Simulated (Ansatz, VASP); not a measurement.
**Two plane-wave programs on HPt6**

INCAR

```
SYSTEM = HPt6
PREC     = Accurate       ! precision mode
ENCUT    = 520            ! plane-wave cutoff, eV
EDIFF    = 1E-6           ! SCF threshold, eV
ISMEAR   = 0              ! smearing method
SIGMA    = 0.1            ! smearing width, eV
LREAL    = .False.        ! projectors in reciprocal space
LASPH    = .True.         ! aspherical terms in the spheres
NELM     = 100            ! most SCF steps
ALGO     = Normal         ! electronic algorithm
ISIF     = 2              ! what is computed and relaxed
LWAVE    = .False.        ! write WAVECAR
LCHARG   = .False.        ! write CHGCAR
LDIPOL   = .True.       
IDIPOL   = 3            
DIPOL    = 0.5 0.5 0.300
GGA      = PE             ! functional
NBANDS   = 74             ! bands
```

File KPOINTS:

```
regular mesh
0
Gamma
  6 6 1
  0 0 0
```

Contents of POSCAR:

```
HPt6
1.0
    5.6145835605      0.0000000000      0.0000000000
   -2.8072917802      4.8623719950      0.0000000000
    0.0000000000      0.0000000000     22.6197373747
Pt H
12 2
Direct
    0.3333333333      0.1666666667      0.1768367127
    0.3333333333      0.6666666667      0.1768367127
    0.8333333333      0.1666666667      0.1768367127
    0.8333333333      0.6666666667      0.1768367127
    0.1666666667      0.3333333333      0.2789580515
    0.1666666667      0.8333333333      0.2789580515
    0.6666666667      0.3333333333      0.2789580515
    0.6666666667      0.8333333333      0.2789580515
    0.0000000000      0.0000000000      0.3810715055
    0.0000000000      0.5000000000      0.3810715055
    0.5000000000      0.0000000000      0.3810715055
    0.5000000000      0.5000000000      0.3810715055
    0.2114385736      0.4228771471      0.4292595097
    0.2885614264      0.5771228529      0.4292595097
```

Input for Ansatz:

```yaml
crystal:
  lattice:
    - [5.6145835605, 0.0, 0.0]
    - [-2.8072917802, 4.862371995, 0.0]
    - [0.0, 0.0, 22.6197373747]
  atoms:
    - { symbol: Pt, position: [0.3333333333, 0.1666666667, 0.1768367127] }
    - { symbol: Pt, position: [0.3333333333, 0.6666666667, 0.1768367127] }
    - { symbol: Pt, position: [0.8333333333, 0.1666666667, 0.1768367127] }
    - { symbol: Pt, position: [0.8333333333, 0.6666666667, 0.1768367127] }
    - { symbol: Pt, position: [0.1666666667, 0.3333333333, 0.2789580515] }
    - { symbol: Pt, position: [0.1666666667, 0.8333333333, 0.2789580515] }
    - { symbol: Pt, position: [0.6666666667, 0.3333333333, 0.2789580515] }
    - { symbol: Pt, position: [0.6666666667, 0.8333333333, 0.2789580515] }
    - { symbol: Pt, position: [0.0, 0.0, 0.3810715055] }
    - { symbol: Pt, position: [0.0, 0.5, 0.3810715055] }
    - { symbol: Pt, position: [0.5, 0.0, 0.3810715055] }
    - { symbol: Pt, position: [0.5, 0.5, 0.3810715055] }
    - { symbol: H, position: [0.2114385736, 0.4228771471, 0.4292595097] }
    - { symbol: H, position: [0.2885614264, 0.5771228529, 0.4292595097] }
basis:
  ecutwfc: 420
kpoints:
  mp_grid: { grid: [6, 6, 1] }
hamiltonian:
  xc: pbe
scf:
  occupations: { method: gaussian, width: 0.1 }
output:
  forces: true
  eigenvalues: true
efield:
  axis: 3
  dipole_correction: true
  ramp_width: 0.04
```

Alike in both runs: task single point; functional PBE; k mesh 6 × 6 × 1; occupations gaussian, width 0.1 eV; no spin polarisation.

```csv
,VASP,Ansatz
version,VASP 6.6.1,Ansatz 0.2.0
potentials or method,"VASP PAW PBE potentials, release 64 (Pt, H), cutoff 520 eV","scalar-relativistic, plane waves, PAW"
valence electrons in the cell,122,218
```

Ansatz gave:

| Property | Result |
| --- | --- |
| gap on the k mesh at the Fermi level (eV) | none |
| rms of the force components (eV/Å) | 1.108 |

What did VASP give for the same quantities?

gap on the k mesh at the Fermi level (eV): none; rms of the force components (eV/Å): 1.112.

Atom by atom the forces differ by 0.014 eV/Å (rms over components). A gap of «none» marks a metal or a gap that the smearing closes. VASP's potentials hold 122 valence electrons a cell and Ansatz's 218, so a difference there can come from the potentials and not from the codes.

Spin-orbit coupling is off throughout.
